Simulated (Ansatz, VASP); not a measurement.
**KZn2RhF6 in VASP and in Ansatz**

Contents of POSCAR:

```
KZn2RhF6
1.0
    0.0000000000      3.9594040000      3.9594040000
    3.9594040000      0.0000000000      3.9594040000
    3.9594040000      3.9594040000      0.0000000000
K F Rh Zn
1 6 1 2
Direct
    0.5000000000      0.5000000000      0.5000000000
    0.7760000000      0.2240000000      0.2240000000
    0.2240000000      0.7760000000      0.2240000000
    0.2240000000      0.7760000000      0.7760000000
    0.7760000000      0.2240000000      0.7760000000
    0.2240000000      0.2240000000      0.7760000000
    0.7760000000      0.7760000000      0.2240000000
    0.0000000000      0.0000000000      0.0000000000
    0.2500000000      0.2500000000      0.2500000000
    0.7500000000      0.7500000000      0.7500000000
```

Contents of INCAR.step1:

```
ALGO = Normal
EDIFF = 1E-4
ENCUT = 520
GGA = PE
ISMEAR = -1
LASPH = True
LCHARG = False
LREAL = False
LWAVE = True
NBANDS = 56
NELM = 60
PREC = Accurate
SIGMA = 0.0209
```

INCAR.step2

```
ALGO = Normal
EDIFF = 1E-6
ENCUT = 520
ISIF = 2
ISMEAR = -1
ISTART = 1
LASPH = True
LCHARG = False
LMIXTAU = True
LREAL = False
LWAVE = False
METAGGA = R2SCAN
NBANDS = 56
NELM = 60
PREC = Accurate
SIGMA = 0.0209
```

File KPOINTS:

```
k-points
0
Gamma
  6 6 6
```

Input for Ansatz:

```yaml
crystal:
  lattice:
    - [0.0, 3.959404, 3.959404]
    - [3.959404, 0.0, 3.959404]
    - [3.959404, 3.959404, 0.0]
  atoms:
    - { symbol: K, position: [0.5, 0.5, 0.5] }
    - { symbol: F, position: [0.776, 0.224, 0.224] }
    - { symbol: F, position: [0.224, 0.776, 0.224] }
    - { symbol: F, position: [0.224, 0.776, 0.776] }
    - { symbol: F, position: [0.776, 0.224, 0.776] }
    - { symbol: F, position: [0.224, 0.224, 0.776] }
    - { symbol: F, position: [0.776, 0.776, 0.224] }
    - { symbol: Rh, position: [0.0, 0.0, 0.0] }
    - { symbol: Zn, position: [0.25, 0.25, 0.25] }
    - { symbol: Zn, position: [0.75, 0.75, 0.75] }
  symmetry: { tolerance: 0.0003 }
kpoints:
  mp_grid: { grid: [6, 6, 6], shift: [0, 0, 0] }
  band_path:
    path:
      - [0.0, 0.0, 0.0]
      - [0.5, 0.0, 0.5]
      - [0.625, 0.25, 0.625]
      - [0.375, 0.375, 0.75]
      - [0.0, 0.0, 0.0]
      - [0.5, 0.5, 0.5]
      - [0.5, 0.25, 0.75]
      - [0.5, 0.0, 0.5]
    npoints: 8
magnetization:
  spin_polarized: false
scf:
  occupations: { method: fermi_dirac, width: 0.0209 }
  lower_state_search: "off"
  max_iter: 200
hamiltonian:
  pseudopotentials: { kind: paw }
  xc: r2scan
basis:
  ecutwfc: 500
  fft_grid_basis: typed
output:
  forces: true
  stress: true
  eigenvalues: true
  bader: true
  populations: true
  elf: true
  write_potential: true
  volumetric_format: npy
  dos:
    e_range: [-12, 8]
    de: 0.05
    projected: { site_lists: { F: [F], K: [K], Rh: [Rh], Zn: [Zn] } }
checkpoint:
  read: saved_state
```

Alike in both runs: task single point; functional r2SCAN; k mesh 6 × 6 × 6; occupations fermi-dirac, width 0.0209 eV; no spin polarisation.

```csv
,VASP,Ansatz
version,VASP 6.6.1,Ansatz 0.2.0
potentials or method,"VASP PAW PBE potentials, release 64 (K_sv, F, Rh_pv, Zn), cutoff 520 eV",PAW plane waves
valence electrons in the cell,90,92
```

Ansatz gave:

| Quantity | Value |
| --- | --- |
| rms of the force components (eV/Å) | 1.542 |

What did VASP give for the same quantities?

rms of the force components (eV/Å): 1.600.

VASP's potentials were made for PBE, not for r2SCAN. Atom by atom the forces differ by 0.058 eV/Å (rms over components). VASP's potentials hold 90 valence electrons a cell and Ansatz's 92, so a difference there can come from the potentials and not from the codes.
